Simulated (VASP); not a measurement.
NbH2: single point with r2SCAN

Crystal: NbH2.

```
Nb H
1.0
     2.17110    2.17110    0.00000
    -2.17110    2.17110    0.00000
     0.00000    0.00000    4.34220
Nb H
2 4
Direct
  0.00000 0.00000 0.00000
  0.50000 0.50000 0.50000
  0.00000 0.50000 0.75000
  0.50000 0.00000 0.75000
  0.50000 0.00000 0.25000
  0.00000 0.50000 0.25000
```

This cell differs from its parent crystal: equal strain along all axes, cell held: -4.5 %.

* Program: VASP 6.6.1
* Task: single point
* Functional: r2SCAN
* Potentials or basis: VASP PAW PBE potentials, release 64 (Nb_sv, H)
* Cutoff: 520 eV
* k mesh: 12 × 12 × 8
* Occupations: gaussian, width 0.1 eV
* Spin: no spin polarisation
* Dipole correction: no
* Further INCAR settings: ALGO = Normal; EDIFF = 1e-07; NBANDS = 24

* Pressure: 33.7 GPa
* Band gap on the k mesh: zero (bands 15 and 16 overlap by 5.26 eV)

Levels at points of the mesh, in eV from the Fermi level:
| k point | band 12 | band 13 | band 14 | band 15 | band 16 | band 17 | band 18 | band 19 |
| --- | --- | --- | --- | --- | --- | --- | --- | --- |
| (0.00, 0.00, 0.00) | -5.41 | -1.85 | -1.71 | -1.71 | -1.71 | 1.60 | 1.60 | 3.55 |
| (0.50, 0.00, 0.00) | -7.29 | -2.46 | -2.46 | 0.09 | 0.09 | 0.71 | 0.71 | 4.44 |
| (0.50, 0.50, 0.00) | -5.45 | -5.41 | -5.41 | 3.55 | 3.55 | 3.66 | 3.66 | 3.66 |
| (0.00, 0.00, 0.50) | -7.29 | -1.61 | -1.61 | 0.07 | 0.07 | 0.07 | 0.07 | 2.48 |
| (0.50, 0.00, 0.50) | -5.41 | -1.55 | -1.55 | -1.55 | -1.55 | 3.35 | 3.35 | 3.35 |
| (0.50, 0.50, 0.50) | -7.53 | -3.98 | -3.98 | 0.42 | 0.42 | 3.67 | 3.67 | 6.08 |

Run time: 8.9 min on 1 thread of AMD EPYC 7R13, with other jobs on the host, peak memory 0.21 GiB.

Caveat: the cell differs from its parent crystal (equal strain along all axes, cell held: -4.5 %); the cell stands under pressure; the PAW data sets were made with another functional, which shifts forces and pressure a little.
